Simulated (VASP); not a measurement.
# TiAl3 (I4/mmm) in VASP: notebook

Runs on TiAl3. Level: PBE. Tasks: single point.

Everything below comes from runs of VASP 6.6.1. Logs are shortened: lines on timing, memory, paths and dates and some standing lists are left out, and cuts for length are marked.

## 1. The cell of the first run

Symmetry: I4/mmm, No. 139, tetragonal system. Conventional cell: a = 3.744 Å, b = 3.744 Å, c = 8.387 Å, α = 90.00°, β = 90.00°, γ = 90.00°. Ti (site symmetry 4/mmm) has 12 Al at 2.65 to 2.81 Å within 3.5 Å. Al (site symmetry -4m2) has 8 Al at 2.65 to 2.81 Å and 4 Ti at 2.81 Å within 3.5 Å. Al (site symmetry 4/mmm) has 4 Ti at 2.65 Å and 8 Al at 2.81 Å within 3.5 Å.

## 2. Single point, PBE (volume scaled by 0.94)

File INCAR:

```
  PREC = Accurate
  ENCUT = 520
  EDIFF = 1E-6
  ISMEAR = -1
  SIGMA = 0.05
  LREAL = F
  LASPH = T
  NELM = 100
  ALGO = Normal
  ISIF = 2
  LWAVE = F
  LCHARG = F
  GGA = PE
  NBANDS = 18
```

File KPOINTS:

```
Automatic mesh
0
Gamma
  10 10 10
```

File POSCAR:

```
TiAl3
1.0
   -1.8720936454      1.8720936454      4.1932836873
    1.8720936454     -1.8720936454      4.1932836873
    1.8720936454      1.8720936454     -4.1932836873
Ti Al
1 3
Direct
    0.0000000000      0.0000000000      0.0000000000
    0.2500000000      0.7500000000      0.5000000000
    0.7500000000      0.2500000000      0.5000000000
    0.5000000000      0.5000000000      0.0000000000
```

Potentials or basis: VASP PAW PBE potentials, release 64 (Ti_sv, Al).

Started as:

```sh
$ cat potpaw_PBE.64/Ti_sv/POTCAR potpaw_PBE.64/Al/POTCAR > POTCAR
$ mpirun -np 1 vasp_std > vasp.out
```

OUTCAR:

```text
PREC = Accurate
   ENCUT = 520
   EDIFF = 1E-6
   ISMEAR = -1
   LREAL = F
   LASPH = T
   NELM = 100
   ISIF = 2
   GGA = PE

 ion  position               nearest neighbor table
   1  0.000  0.000  0.000-   4 2.65   4 2.65   4 2.65   4 2.65   3 2.81   2 2.81   3 2.81   2 2.81
                             3 2.81   3 2.81   2 2.81   2 2.81
   2  0.250  0.750  0.500-   3 2.65   3 2.65   3 2.65   3 2.65   4 2.81   1 2.81   4 2.81   4 2.81
                             1 2.81   1 2.81   4 2.81   1 2.81
   3  0.750  0.250  0.500-   2 2.65   2 2.65   2 2.65   2 2.65   4 2.81   1 2.81   4 2.81   1 2.81
                             4 2.81   4 2.81   1 2.81   1 2.81
   4  0.500  0.500  0.000-   1 2.65   1 2.65   1 2.65   1 2.65   3 2.81   2 2.81   3 2.81   3 2.81
                             2 2.81   2 2.81   3 2.81   2 2.81

  LATTYP: Found a body centered tetragonal cell.
 ALAT       =     3.7441872908
 C/A-ratio  =     2.2398899209

  Lattice vectors:

 A1 = (  -1.8720936454,   1.8720936454,   4.1932836873)
 A2 = (   1.8720936454,  -1.8720936454,   4.1932836873)
 A3 = (   1.8720936454,   1.8720936454,  -4.1932836873)

Analysis of symmetry for initial positions (statically):
=====================================================================
 Subroutine PRICEL returns:
 Original cell was already a primitive cell.

 Routine SETGRP: Setting up the symmetry group for a
 body centered tetragonal supercell.

 Subroutine GETGRP returns: Found 16 space group operations
 (whereof 16 operations were pure point group operations)
 out of a pool of 16 trial point group operations.

The static configuration has the point symmetry D_4h.

Analysis of symmetry for dynamics (positions and initial velocities):
=====================================================================
 Subroutine PRICEL returns:
 Original cell was already a primitive cell.

 Routine SETGRP: Setting up the symmetry group for a
 body centered tetragonal supercell.

 Subroutine GETGRP returns: Found 16 space group operations
 (whereof 16 operations were pure point group operations)
 out of a pool of 16 trial point group operations.

The dynamic configuration has the point symmetry D_4h.

 Subroutine INISYM returns: Found 16 space group operations
 (whereof 16 operations are pure point group operations),
 and found     1 'primitive' translations

----------------------------------------------------------------------------------------

                                     Primitive cell

  volume of cell :      58.7854

  direct lattice vectors                    reciprocal lattice vectors
    -1.872093645  1.872093645  4.193283687     0.000000000  0.267080657  0.119238296
     1.872093645 -1.872093645  4.193283687     0.267080657  0.000000000  0.119238296
     1.872093645  1.872093645 -4.193283687     0.267080657  0.267080657  0.000000000

  length of vectors
     4.959142801  4.959142801  4.959142801     0.292489057  0.292489057  0.377709087

  position of ions in fractional coordinates (direct lattice)
     0.000000000  0.000000000  0.000000000
     0.250000000  0.750000000  0.500000000
     0.750000000  0.250000000  0.500000000
     0.500000000  0.500000000  0.000000000

  ion indices of the primitive-cell ions
   primitive index   ion index
                 1           1
                 2           2
                 3           3
                 4           4

----------------------------------------------------------------------------------------

 KPOINTS: Automatic mesh

Automatic generation of k-mesh.
 Grid dimensions read from file:
 generate k-points for:   10   10   10

 Generating k-lattice:

  Cartesian coordinates                     Fractional coordinates (reciprocal lattice)
     0.000000000  0.026708066  0.011923830     0.100000000  0.000000000 -0.000000000
     0.026708066  0.000000000  0.011923830     0.000000000  0.100000000 -0.000000000
     0.026708066  0.026708066  0.000000000     0.000000000  0.000000000  0.100000000

  Length of vectors
     0.029248906  0.029248906  0.037770909

  Shift w.r.t. Gamma in fractional coordinates (k-lattice)
     0.000000000  0.000000000  0.000000000

 Subroutine IBZKPT returns following result:
 ===========================================

 Found    102 irreducible k-points:

 Following reciprocal coordinates:
            Coordinates               Weight
  0.000000  0.000000  0.000000      1.000000
  0.100000  0.000000 -0.000000      8.000000
  0.200000  0.000000 -0.000000      8.000000
  0.300000 -0.000000  0.000000      8.000000
  0.400000  0.000000  0.000000      8.000000
  0.500000  0.000000  0.000000      4.000000
[... 16 lines left out ...]
  0.300000  0.300000  0.000000      8.000000
  0.400000  0.300000  0.000000     16.000000
 [... further k-points ...]
   k-points           NKPTS =    102   k-points in BZ     NKDIM =    102   number of bands    NBANDS=     18
   number of dos      NEDOS =    301   number of ions     NIONS =      4
   total plane-waves  NPLWV =  64000
   dimension x,y,z NGX =    40 NGY =   40 NGZ =   40
   dimension x,y,z NGXF=    80 NGYF=   80 NGZF=   80
   ions per type =               1   3
   NGX,Y,Z   is equivalent  to a cutoff of  13.41, 13.41, 13.41 a.u.
   NGXF,Y,Z  is equivalent  to a cutoff of  26.82, 26.82, 26.82 a.u.
 SYSTEM =  unknown system
   PREC   = accura    normal or accurate (medium, high low for compatibility)
   ISTART =      0    job   : 0-new  1-cont  2-samecut
   ICHARG =      2    charge: 1-file 2-atom 10-const
   ISPIN  =      1    spin polarized calculation?
   LNONCOLLINEAR =      F non collinear calculations
   LSORBIT =      F    spin-orbit coupling
   LASPH  =      T    aspherical Exc in radial PAW
   ENCUT  =  520.0 eV  38.22 Ry    6.18 a.u.   9.22  9.22  9.22*2*pi/ulx,y,z
   NELM   =    100;   NELMIN=  2; NELMDL= -5     # of ELM steps
   EDIFF  = 0.1E-05   stopping-criterion for ELM
   LREAL  =      F    real-space projection
   EDIFFG = 0.1E-04   stopping-criterion for IOM
   NSW    =      0    number of steps for IOM
   IBRION =     -1    ionic relax: 0-MD 1-quasi-New 2-CG
   NFREE  =      0    steps in history (QN), initial steepest desc. (CG)
   ISIF   =      2    stress and relaxation
   ISYM   =      2    0-nonsym 1-usesym 2-fastsym
   POTIM  = 0.5000    time-step for ionic-motion
   TEBEG  =    0.0;   TEEND  =   0.0 temperature during run
   PSTRESS=    0.0 pullay stress
   NELECT =      21.0000    total number of electrons
   NUPDOWN=      -1.0000    fix difference up-down
   EMIN   =  10.00;   EMAX   =-10.00  energy-range for DOS
   EFERMI =   0.00;   METHOD = LEGACY
   ISMEAR =    -1;   SIGMA  =   0.05  broadening in eV -4-tet -1-fermi 0-gaus
   EFERMI_NEDOS =   21; number of points for ismear=-14 and -15
   IALGO  =     38    algorithm
   IMIX   =      4    mixing-type and parameters
     AMIX     =   0.40;   BMIX     =  1.00
     AMIX_MAG =   1.60;   BMIX_MAG =  1.00
  volume/ion in A,a.u.               =      14.70        99.18
  Fermi-wavevector in a.u.,A,eV,Ry     =   1.161604  2.195113 18.358669  1.349324
  Thomas-Fermi vector in A             =   2.298174
   LORBIT       =      0    0 simple, 1 ext, 2 COOP (PROOUT), +10 PAW based schemes
   GGA     = PE    functional components
   LHFCALC =     F    Hartree Fock is set to
   AEXX    =    0.0000 exact exchange contribution
   IVDW    =     0    specifies the selected vdW correction
   LEPSILON=     F    determine dielectric tensor
   LRPA    =     F    only Hartree local field effects (RPA)
 non-spin polarized calculation
  energy-cutoff  :      520.00
  volume of cell :       58.79
 maximum number of plane-waves:      1598
 NGX is ok and might be reduce to    40
   NGX = 19   NGY = 19   NGZ = 19

 number of electron      21.0000001 magnetization

 Free energy of the ion-electron system (eV)
  ---------------------------------------------------
  ext. energy  EPLUGINS =         0.00000000
  ---------------------------------------------------
  free energy    TOTEN  =       -20.52308141 eV

  energy without entropy =      -20.51032957  energy(sigma->0) =      -20.51670549

 E-fermi :   9.0027     XC(G=0): -11.0452

 val. band max:        8.9942153962   @ k =   0.5000   0.5000   0.3000
 cond. band min:       9.0050747030   @ k =  -0.3000  -0.3000   0.2000
 fundamental gap:      0.0108593068
 Fermi energy:         9.0027315855

 k-point     1 :       0.0000    0.0000    0.0000
  band No.  band energies     occupation
      1     -47.2601      2.00000
      2     -23.5938      2.00000
      3     -23.5938      2.00000
      4     -23.5152      2.00000
      5      -1.4504      2.00000
      6       6.0856      2.00000
[... 10 lines left out ...]
     17      13.1352      0.00000
     18      13.1798      0.00000

 k-point     2 :       0.1000    0.0000   -0.0000
  band No.  band energies     occupation
      1     -47.2599      2.00000
      2     -23.5974      2.00000
      3     -23.5936      2.00000
      4     -23.5151      2.00000
      5      -1.3193      2.00000
      6       5.5802      2.00000
[... 10 lines left out ...]
     17      13.2087      0.00000
     18      13.8235      0.00000

 k-point     3 :       0.2000    0.0000   -0.0000
  band No.  band energies     occupation
      1     -47.2594      2.00000
      2     -23.6067      2.00000
      3     -23.5930      2.00000
      4     -23.5147      2.00000
      5      -0.9301      2.00000
      6       4.9730      2.00000
[... 10 lines left out ...]
     17      13.4672      0.00000
     18      15.0570      0.00000

 k-point     4 :       0.3000   -0.0000    0.0000
  band No.  band energies     occupation
      1     -47.2588      2.00000
      2     -23.6182      2.00000
      3     -23.5923      2.00000
      4     -23.5142      2.00000
      5      -0.2959      2.00000
      6       4.0414      2.00000
[... 10 lines left out ...]
     17      14.1163      0.00000
     18      14.7368      0.00000

 k-point     5 :       0.4000    0.0000    0.0000
  band No.  band energies     occupation
      1     -47.2583      2.00000
      2     -23.6275      2.00000
      3     -23.5917      2.00000
      4     -23.5138      2.00000
      5       0.5597      2.00000
      6       2.8341      2.00000
[... 10 lines left out ...]
     17      13.9669      0.00000
     18      15.3683      0.00000

 k-point     6 :       0.5000    0.0000    0.0000
  band No.  band energies     occupation
      1     -47.2582      2.00000
      2     -23.6311      2.00000
      3     -23.5914      2.00000
      4     -23.5137      2.00000
      5       1.4598      2.00000
      6       1.7943      2.00000
[... 10 lines left out ...]
     17      13.9381      0.00000
     18      15.2270      0.00000

 k-point     7 :       0.1000    0.1000   -0.0000
  band No.  band energies     occupation
      1     -47.2597      2.00000
      2     -23.5975      2.00000
      3     -23.5969      2.00000
      4     -23.5151      2.00000
      5      -1.1465      2.00000
      6       5.0363      2.00000
[... 10 lines left out ...]
     17      13.7767      0.00000
     18      14.0645      0.00000

 k-point     8 :       0.2000    0.1000   -0.0000
  band No.  band energies     occupation
      1     -47.2592      2.00000
      2     -23.6065      2.00000
      3     -23.5965      2.00000
      4     -23.5148      2.00000
      5      -0.7193      2.00000
      6       4.5683      2.00000
[... 10 lines left out ...]
     17      14.0627      0.00000
     18      14.8511      0.00000
[... 229 lines left out ...]
     17      13.9978      0.00000
     18      15.2800      0.00000

 k-point    20 :      -0.4000    0.2000    0.0000
  band No.  band energies     occupation
      1     -47.2578      2.00000
      2     -23.6258      2.00000
      3     -23.6036      2.00000
      4     -23.5123      2.00000
      5       0.7244      2.00000
      6       3.5969      2.00000
[... 10 lines left out ...]
     17      13.1870      0.00000
     18      16.0639      0.00000

 k-point    21 :      -0.3000    0.2000   -0.0000
  band No.  band energies     occupation
      1     -47.2582      2.00000
      2     -23.6168      2.00000
      3     -23.6044      2.00000
      4     -23.5127      2.00000
      5      -0.0440      2.00000
      6       4.8096      2.00000
[... 10 lines left out ...]
     17      12.9745      0.00000
     18      15.8982      0.00000

 k-point    22 :      -0.2000    0.2000    0.0000
  band No.  band energies     occupation
      1     -47.2588      2.00000
      2     -23.6063      2.00000
      3     -23.6047      2.00000
      4     -23.5134      2.00000
      5      -0.5875      2.00000
      6       5.7827      2.00000
[... 10 lines left out ...]
     17      13.3942      0.00000
     18      15.3565      0.00000

 k-point    23 :       0.3000    0.3000    0.0000
  band No.  band energies     occupation
      1     -47.2576      2.00000
      2     -23.6160      2.00000
      3     -23.6150      2.00000
      4     -23.5128      2.00000
      5       1.1167      2.00000
      6       3.7416      2.00000
[... 10 lines left out ...]
     17      15.0335      0.00000
     18      15.4891      0.00000

 k-point    24 :       0.4000    0.3000    0.0000
  band No.  band energies     occupation
      1     -47.2572      2.00000
      2     -23.6243      2.00000
      3     -23.6144      2.00000
      4     -23.5118      2.00000
      5       1.9718      2.00000
      6       3.1220      2.00000
[... 10 lines left out ...]
     17      14.2147      0.00000
     18      15.4375      0.00000

 [... further k-points ...]

------------------------ aborting loop because EDIFF is reached ----------------------------------------

  FORCE on cell =-STRESS in cart. coord.  units (eV):
  Direction    XX          YY          ZZ          XY          YZ          ZX
  --------------------------------------------------------------------------------------
  -------------------------------------------------------------------------------------
  Total        3.7277541      3.7277541      3.5438018      0.0000000     -0.0000000      0.0000000
  in kB      101.5987728    101.5987728     96.5852116      0.0000000     -0.0000000      0.0000000
  external PRESSURE =      99.9275857 kB  Pullay stress =       0.0000000 kB

 VOLUME and BASIS-vectors are now :
 -----------------------------------------------------------------------------
  energy-cutoff  :      520.00
  volume of cell :       58.79
      direct lattice vectors                 reciprocal lattice vectors
    -1.872093645  1.872093645  4.193283687     0.000000000  0.267080657  0.119238296
     1.872093645 -1.872093645  4.193283687     0.267080657  0.000000000  0.119238296
     1.872093645  1.872093645 -4.193283687     0.267080657  0.267080657  0.000000000

 POSITION                                       TOTAL-FORCE (eV/Angst)
 -----------------------------------------------------------------------------------
      0.00000      0.00000      0.00000         0.000000     -0.000000     -0.000000
      1.87209     -0.00000      2.09664        -0.000000      0.000000     -0.000000
     -0.00000      1.87209      2.09664         0.000000     -0.000000      0.000000
      0.00000      0.00000      4.19328         0.000000     -0.000000     -0.000000
 -----------------------------------------------------------------------------------
    total drift:                               -0.000000     -0.000000      0.000000

  FREE ENERGIE OF THE ION-ELECTRON SYSTEM (eV)
  ---------------------------------------------------
  free  energy   TOTEN  =       -20.5230814108 eV

  energy  without entropy=      -20.5103295728  energy(sigma->0) =      -20.51670549
```

Run time: 2.4 min. Hardware: 1 thread of Intel Xeon Platinum 8375C at 2.90GHz (Ice Lake), shared host; peak memory 0.29 GiB.

What came out:

```
Free energy : -20.5231 eV
Pressure    : 10.0 GPa
```

Levels at points of the mesh, in eV from the Fermi level:
```tsv
k point	band 7	band 8	band 9	band 10	band 11	band 12	band 13	band 14	band 15	band 16
(0.00, 0.00, 0.00)	-2.72	-1.54	-1.29	-1.29	0.89	1.89	1.89	2.25	2.89	4.13
(0.50, 0.00, 0.00)	-3.77	-2.95	-1.11	-0.29	0.54	1.99	2.20	2.93	3.31	4.82
(0.50, 0.50, 0.00)	-4.48	-3.93	-2.76	-2.24	-1.06	1.95	2.13	2.82	3.06	3.50
(0.50, 0.50, 0.50)	-2.11	-0.90	-0.90	-0.26	0.74	0.74	1.03	3.20	5.33	6.45
```

## 3. Single point, PBE (volume scaled by 0.96)

File INCAR:

```
ALGO = Normal
EDIFF = 1E-6
ENCUT = 520
GGA = PE
ISIF = 2
ISMEAR = -1
LASPH = T
LCHARG = F
LREAL = F
LWAVE = F
NBANDS = 18
NELM = 60
PREC = Accurate
SIGMA = 0.05
```

File KPOINTS:

```
k-points
0
Gamma
  10 10 10
```

File POSCAR:

```
TiAl3
1.0
   -1.8852778379      1.8852778379      4.2228148271
    1.8852778379     -1.8852778379      4.2228148271
    1.8852778379      1.8852778379     -4.2228148271
Ti Al
1 3
Direct
    0.0000000000      0.0000000000      0.0000000000
    0.2500000000      0.7500000000      0.5000000000
    0.7500000000      0.2500000000      0.5000000000
    0.5000000000      0.5000000000      0.0000000000
```

Potentials or basis: VASP PAW PBE potentials, release 64 (Ti_sv, Al).

Started as:

```sh
$ cat potpaw_PBE.64/Ti_sv/POTCAR potpaw_PBE.64/Al/POTCAR > POTCAR
$ mpirun -np 1 vasp_std > vasp.out
```

Wall time 2.2 min (1 thread of Intel Xeon Platinum 8375C at 2.90GHz (Ice Lake), shared host); peak memory 0.3 GiB.

Results (log left out):

| Quantity | Value |
| --- | --- |
| Free energy | -20.5902 eV |
| Pressure | 7.1 GPa |

Stress tensor (GPa, compression positive):
```
7.18 0.00 0.00
0.00 7.18 0.00
0.00 0.00 6.80
```

Levels at points of the mesh, in eV from the Fermi level:
```
           k point  band 9  band 10  band 11  band 12  band 13  band 14
(0.00, 0.00, 0.00)   -1.27    -1.27     0.87     1.84     1.84     2.25
(0.50, 0.00, 0.00)   -1.09    -0.28     0.53     1.93     2.16     2.86
(0.50, 0.50, 0.00)   -2.75    -2.23    -1.03     1.89     2.08     2.78
(0.50, 0.50, 0.50)   -0.91    -0.25     0.73     0.73     1.00     3.16
```

## 4. Single point, PBE (volume scaled by 0.98)

File INCAR:

```
SYSTEM = TiAl3
PREC = Accurate
ENCUT = 520
EDIFF = 1E-6
ISMEAR = -1
SIGMA = 0.05
LREAL = .FALSE.
LASPH = .TRUE.
NELM = 80
ALGO = Normal
ISIF = 2
LWAVE = .FALSE.
LCHARG = .FALSE.
GGA = PE
NBANDS = 18
```

File KPOINTS:

```
Automatic mesh
0
G
  10 10 10
  0 0 0
```

File POSCAR:

```
TiAl3
1.0
   -1.8982801649      1.8982801649      4.2519386083
    1.8982801649     -1.8982801649      4.2519386083
    1.8982801649      1.8982801649     -4.2519386083
Ti Al
1 3
Direct
    0.0000000000      0.0000000000      0.0000000000
    0.2500000000      0.7500000000      0.5000000000
    0.7500000000      0.2500000000      0.5000000000
    0.5000000000      0.5000000000      0.0000000000
```

Started as:

```sh
$ cat potpaw_PBE.64/Ti_sv/POTCAR potpaw_PBE.64/Al/POTCAR > POTCAR
$ mpirun -np 1 vasp_std > vasp.out
```

Wall time 2.1 min (1 thread of Intel Xeon Platinum 8375C at 2.90GHz (Ice Lake), shared host); peak memory 0.3 GiB.

It converged, with:

* Free energy: -20.6356 eV
* Pressure: 4.4 GPa

Stress tensor (GPa, compression positive):
```
4.49 0.00 0.00
0.00 4.49 0.00
0.00 0.00 4.23
```

Levels at points of the mesh, in eV from the Fermi level:
```
           k point  band 9  band 10  band 11  band 12  band 13  band 14
(0.00, 0.00, 0.00)   -1.25    -1.25     0.86     1.79     1.79     2.25
(0.50, 0.00, 0.00)   -1.08    -0.27     0.52     1.88     2.13     2.80
(0.50, 0.50, 0.00)   -2.73    -2.22    -1.01     1.84     2.02     2.74
(0.50, 0.50, 0.50)   -0.92    -0.24     0.72     0.72     0.98     3.12
```

(Continued in part 2 of 2.)
